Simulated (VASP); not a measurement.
Input of a VASP 6.6.1 run:

INCAR

```
  PREC = Accurate
  ENCUT = 520
  EDIFF = 1E-6
  ISMEAR = -1
  SIGMA = 0.1
  LREAL = False
  LASPH = True
  NELM = 100
  ALGO = Normal
  ISIF = 2
  LWAVE = False
  LCHARG = False
  GGA = PS
  NBANDS = 28
```

Contents of KPOINTS:

```
regular mesh
0
Gamma
  12 12 12
```

POSCAR

```
ScPd3
1.0
    3.9423699427      0.0000000000      0.0000000000
    0.0000000000      3.9423699427      0.0000000000
    0.0000000000      0.0000000000      3.9423699427
Sc Pd
1 3
Direct
    0.0000000000      0.0000000000      0.0000000000
    0.0000000000      0.5000000000      0.5000000000
    0.5000000000      0.0000000000      0.5000000000
    0.5000000000      0.5000000000      0.0000000000
```

Potentials or basis: VASP PAW PBE potentials, release 64 (Sc_sv, Pd).

Run with:

```console
$ cat potpaw_PBE.64/Sc_sv/POTCAR potpaw_PBE.64/Pd/POTCAR > POTCAR
$ mpirun -np 1 vasp_std > vasp.out
```

**Question.** What does it give for the pressure?

**Answer.** 0.1 GPa.

Caveat: the PAW data sets were made with another functional, which shifts forces and pressure a little.
